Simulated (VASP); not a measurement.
# Na4H in VASP: further runs

Runs on Na4H. Level: PBE. Tasks: single point.

Everything below comes from runs of VASP 6.6.1. Logs are shortened: lines on timing, memory, paths and dates and some standing lists are left out, and cuts for length are marked.

## (1) The cell of the first run

The cell holds a slab with vacuum, 10 atoms: a = 7.267 Å, b = 7.267 Å, c = 20.967 Å, α = 90.00°, β = 90.00°, γ = 109.47°.

## (2) Single point, PBE

INCAR reads:

```
SYSTEM = Na4H
PREC     = Accurate       ! precision mode
ENCUT    = 520            ! plane-wave cutoff, eV
EDIFF    = 1E-6           ! SCF threshold, eV
ISMEAR   = 0              ! smearing method
SIGMA    = 0.1            ! smearing width, eV
LREAL    = .False.        ! projectors in reciprocal space
LASPH    = .True.         ! aspherical terms in the spheres
NELM     = 80             ! most SCF steps
ALGO     = Normal         ! electronic algorithm
ISIF     = 2              ! what is computed and relaxed
LWAVE    = .False.        ! write WAVECAR
LCHARG   = .False.        ! write CHGCAR
LDIPOL   = .True.       
IDIPOL   = 3            
DIPOL    = 0.5 0.5 0.286
GGA      = PE             ! functional
NBANDS   = 40             ! bands
```

KPOINTS reads:

```
regular mesh
0
Gamma
  4 4 1
  0 0 0
```

POSCAR reads:

```
Na4H
1.0
    7.2665057608      0.0000000000      0.0000000000
   -2.4221685869      6.8509273320      0.0000000000
    0.0000000000      0.0000000000     20.9665385532
Na H
8 2
Direct
    0.2500000000      0.2500000000      0.1907801800
    0.2500000000      0.7500000000      0.1907801800
    0.7500000000      0.2500000000      0.1907801800
    0.7500000000      0.7500000000      0.1907801800
    0.0000000000      0.0000000000      0.3322693699
    0.0000000000      0.5000000000      0.3322693699
    0.5000000000      0.0000000000      0.3322693699
    0.5000000000      0.5000000000      0.3322693699
   -0.0632353452      0.7500000000      0.3842569689
    0.0632353452      0.7500000000      0.3842569689
```

Potentials or basis: VASP PAW PBE potentials, release 64 (Na_pv, H).

Launch:

```bash
cat potpaw_PBE.64/Na_pv/POTCAR potpaw_PBE.64/H/POTCAR > POTCAR
mpirun -np 1 vasp_std > vasp.out
```

OUTCAR:

```text
SYSTEM = Na4H
   PREC = Accurate
   ENCUT = 520
   EDIFF = 1E-6
   ISMEAR = 0
   LREAL = .False.
   LASPH = .True.
   NELM = 80
   ISIF = 2
   GGA = PE

 ion  position               nearest neighbor table
   1  0.250  0.250  0.191-
   2  0.250  0.750  0.191-
   3  0.750  0.250  0.191-
   4  0.750  0.750  0.191-
   5  0.000  0.000  0.332-
   6  0.000  0.500  0.332-
   7  0.500  0.000  0.332-
   8  0.500  0.500  0.332-
   9  0.937  0.750  0.384-
  10  0.063  0.750  0.384-

  LATTYP: Found a base centered orthorhombic cell.
 ALAT       =     8.3906381142
 B/A-ratio  =     1.4142135624
 C/A-ratio  =     2.4988014342

  Lattice vectors:

 A1 = (   7.2665057608,   0.0000000000,   0.0000000000)
 A2 = (  -2.4221685869,   6.8509273320,   0.0000000000)
 A3 = (   0.0000000000,   0.0000000000,  20.9665385532)

Analysis of symmetry for initial positions (statically):
=====================================================================
 Subroutine PRICEL returns:
 Original cell was already a primitive cell.

 Routine SETGRP: Setting up the symmetry group for a
 base centered orthorhombic supercell.

 Subroutine GETGRP returns: Found  2 space group operations
 (whereof  1 operations were pure point group operations)
 out of a pool of  8 trial point group operations.

The static configuration has the point symmetry C_1 .
 The point group associated with its full space group is C_2 .

Analysis of symmetry for dynamics (positions and initial velocities):
=====================================================================
 Subroutine PRICEL returns:
 Original cell was already a primitive cell.

 Routine SETGRP: Setting up the symmetry group for a
 base centered orthorhombic supercell.

 Subroutine GETGRP returns: Found  2 space group operations
 (whereof  1 operations were pure point group operations)
 out of a pool of  8 trial point group operations.

The dynamic configuration has the point symmetry C_1 .
 The point group associated with its full space group is C_2 .

 Subroutine INISYM returns: Found  2 space group operations
 (whereof  1 operations are pure point group operations),
 and found     1 'primitive' translations

[... 105 lines left out ...]
   PSTRESS=    0.0 pullay stress
   NELECT =      58.0000    total number of electrons
   NUPDOWN=      -1.0000    fix difference up-down
   EMIN   =  10.00;   EMAX   =-10.00  energy-range for DOS
   EFERMI =   0.00;   METHOD = LEGACY
   ISMEAR =     0;   SIGMA  =   0.10  broadening in eV -4-tet -1-fermi 0-gaus
   EFERMI_NEDOS =   21; number of points for ismear=-14 and -15
   IALGO  =     38    algorithm
   IMIX   =      4    mixing-type and parameters
     AMIX     =   0.40;   BMIX     =  1.00
     AMIX_MAG =   1.60;   BMIX_MAG =  1.00
  volume/ion in A,a.u.               =     104.38       704.37
  Fermi-wavevector in a.u.,A,eV,Ry     =   0.624717  1.180545  5.309970  0.390272
  Thomas-Fermi vector in A             =   1.685372
   LORBIT       =      0    0 simple, 1 ext, 2 COOP (PROOUT), +10 PAW based schemes
   GGA     = PE    functional components
   LHFCALC =     F    Hartree Fock is set to
   AEXX    =    0.0000 exact exchange contribution
   IVDW    =     0    specifies the selected vdW correction
   LEPSILON=     F    determine dielectric tensor
   LRPA    =     F    only Hartree local field effects (RPA)
 non-spin polarized calculation
 Gauss-broadening in eV      SIGMA  =   0.10
  energy-cutoff  :      520.00
  volume of cell :     1043.76
 maximum number of plane-waves:     28122
   NGX = 27   NGY = 27   NGZ = 77

 dipolmoment           0.000000      0.000000      0.146872 electrons x Angstroem

 number of electron      57.9999952 magnetization

 dipolmoment           0.000000      0.000000     -0.018118 electrons x Angstroem

 Free energy of the ion-electron system (eV)
  ---------------------------------------------------
  ext. energy  EPLUGINS =         0.00000000
  ---------------------------------------------------
  free energy    TOTEN  =       -15.24511151 eV

  energy without entropy =      -15.22429128  energy(sigma->0) =      -15.23470139

 E-fermi :  -1.8677     XC(G=0):  -2.6058

 val. band max:       -1.8706718462   @ k =   0.0000   0.5000   0.0000
 cond. band min:      -1.7840284154   @ k =   0.2500   0.5000   0.0000
 fundamental gap:      0.0866434308
 Fermi energy:        -1.8677375626

 k-point     1 :       0.0000    0.0000    0.0000
  band No.  band energies     occupation
      1     -27.1135      2.00000
      2     -27.0961      2.00000
      3     -27.0942      2.00000
      4     -27.0799      2.00000
      5     -27.0757      2.00000
      6     -27.0727      2.00000
[... 419 lines left out ...]
     39       1.3980      0.00000
     40       1.4300      0.00000

------------------------ aborting loop because EDIFF is reached ----------------------------------------

 vacuum level on the upper side and lower side of the slab       (xc-potential included)        -0.112        -0.038

  FORCE on cell =-STRESS in cart. coord.  units (eV):
  Direction    XX          YY          ZZ          XY          YZ          ZX
  --------------------------------------------------------------------------------------
  -------------------------------------------------------------------------------------
  Total       -1.7034234      0.0596452      0.3211793     -0.3898230      0.0000000      0.0000000
  in kB       -2.6147578      0.0915555      0.4930108     -0.5983790      0.0000000      0.0000000
  external PRESSURE =      -0.6767305 kB  Pullay stress =       0.0000000 kB

 VOLUME and BASIS-vectors are now :
 -----------------------------------------------------------------------------
  energy-cutoff  :      520.00
  volume of cell :     1043.76
      direct lattice vectors                 reciprocal lattice vectors
     7.266505761  0.000000000  0.000000000     0.137617726  0.048655214  0.000000000
    -2.422168587  6.850927332  0.000000000     0.000000000  0.145965641  0.000000000
     0.000000000  0.000000000 20.966538553     0.000000000  0.000000000  0.047695045

 POSITION                                       TOTAL-FORCE (eV/Angst)
 -----------------------------------------------------------------------------------
      1.21108      1.71273      4.00000         0.006023      0.004694      0.032443
      0.00000      5.13820      4.00000         0.023200      0.002800      0.017731
      4.84434      1.71273      4.00000        -0.006023     -0.004694      0.032443
      3.63325      5.13820      4.00000        -0.023200     -0.002800      0.017731
      0.00000      0.00000      6.96654        -0.090654      0.508409     -0.353818
     -1.21108      3.42546      6.96654         0.090654     -0.508409     -0.353818
      3.63325      0.00000      6.96654         0.060762     -0.012122     -0.000635
      2.42217      3.42546      6.96654        -0.060762      0.012122     -0.000635
      4.99038      5.13820      8.05654         1.859541     -0.463999      0.304280
     -1.35713      5.13820      8.05654        -1.859541      0.463999      0.304280
 -----------------------------------------------------------------------------------
    total drift:                               -0.000000     -0.000000     -0.005641

  FREE ENERGIE OF THE ION-ELECTRON SYSTEM (eV)
  ---------------------------------------------------
  free  energy   TOTEN  =       -15.2451115088 eV

  energy  without entropy=      -15.2242912791  energy(sigma->0) =      -15.23470139

 vacuum level on the upper side and lower side of the slab         0.952         0.999
```

stdout:

```text
POSCAR found type information on POSCAR NaH
 POSCAR found :  2 types and      10 ions
 scaLAPACK will be used
 LDA part: xc-table for (Slater+PW92), standard interpolation
 POSCAR, INCAR and KPOINTS ok, starting setup
 FFT: planning ... GRIDC
 FFT: planning ... GRID_SOFT
 FFT: planning ... GRID
 WAVECAR not read
 entering main loop
```

Wall time 6.6 min (1 thread of Intel Xeon 6975P-C (Granite Rapids), shared host); peak memory 1.1 GiB.

What came out:

* Free energy: -15.2451 eV
* Largest force: 1.941 eV/Å
* Band gap on the k mesh: zero (bands 29 and 30 overlap by 0.64 eV)

Forces on the atoms (eV/Å):
```
Na   0.006  0.005  0.032
Na   0.023  0.003  0.018
Na  -0.006 -0.005  0.032
Na  -0.023 -0.003  0.018
Na  -0.091  0.508 -0.354
Na   0.091 -0.508 -0.354
Na   0.061 -0.012 -0.001
Na  -0.061  0.012 -0.001
H    1.860 -0.464  0.304
H   -1.860  0.464  0.304
```

Levels at points of the mesh, in eV from the Fermi level:
```
           k point  band 25  band 26  band 27  band 28  band 29  band 30  band 31  band 32  band 33  band 34
(0.00, 0.00, 0.00)    -8.27    -2.60    -0.87    -0.02     0.41     0.45     0.52     0.88     1.21     1.33
(0.50, 0.00, 0.00)    -8.26    -1.98    -1.74    -0.53    -0.04     0.12     0.45     1.21     1.49     1.55
(0.00, 0.50, 0.00)    -8.26    -1.93    -1.73    -0.36    -0.17     0.00     0.44     0.98     1.45     1.53
(0.50, 0.50, 0.00)    -8.26    -1.71    -1.50    -0.71    -0.51    -0.23     0.33     0.71     1.33     1.59
```

## (3) Single point, PBE

INCAR reads:

```
SYSTEM = Na4H
PREC = Accurate
ENCUT = 520
EDIFF = 1E-6
ISMEAR = 0
SIGMA = 0.1
LREAL = .FALSE.
LASPH = .TRUE.
NELM = 60
ALGO = Normal
ISIF = 2
LWAVE = .FALSE.
LCHARG = .FALSE.
LDIPOL = .TRUE.
IDIPOL = 3
DIPOL = 0.5 0.5 0.292
GGA = PE
NBANDS = 40
```

KPOINTS reads:

```
regular mesh
0
G
  4 4 1
  0 0 0
```

Edit POSCAR of step 2 so:

```diff
@@ -16,3 +16,3 @@
     0.5000000000      0.5000000000      0.3322693699
-   -0.0632353452      0.7500000000      0.3842569689
-    0.0632353452      0.7500000000      0.3842569689
+   -0.0632353452      0.7500000000      0.4147817977
+    0.0632353452      0.7500000000      0.4147817977
```

Potentials or basis: VASP PAW PBE potentials, release 64 (Na_pv, H).

Launch:

```bash
cat potpaw_PBE.64/Na_pv/POTCAR potpaw_PBE.64/H/POTCAR > POTCAR
mpirun -np 1 vasp_std > vasp.out
```

Wall time 7.3 min (1 thread of Intel Xeon 6975P-C (Granite Rapids), shared host); peak memory 1 GiB.

It converged, with:

```yaml
Free_energy: -15.4738 eV
Largest_force: 2.665 eV/Å
Band_gap_on_the_k_mesh: zero (bands 29 and 30 overlap by 0.66 eV)
```

Forces on the atoms (eV/Å):
```
Na   0.005  0.005  0.022
Na   0.015  0.000  0.018
Na  -0.005 -0.005  0.022
Na  -0.015  0.000  0.018
Na  -0.042  0.128 -0.123
Na   0.042 -0.128 -0.123
Na   0.070  0.000 -0.010
Na  -0.070  0.000 -0.010
H    2.661 -0.111  0.094
H   -2.661  0.111  0.094
```

Levels at points of the mesh, in eV from the Fermi level:
```tsv
k point	band 26	band 27	band 28	band 29	band 30	band 31	band 32	band 33
(0.00, 0.00, 0.00)	-2.72	-0.98	0.12	0.37	0.40	0.41	0.84	1.22
(0.50, 0.00, 0.00)	-2.01	-1.88	-0.54	-0.12	0.08	0.23	1.10	1.49
(0.00, 0.50, 0.00)	-1.98	-1.88	-0.41	-0.10	-0.06	0.22	1.00	1.37
(0.50, 0.50, 0.00)	-1.74	-1.63	-0.71	-0.60	-0.27	0.16	0.69	1.11
```
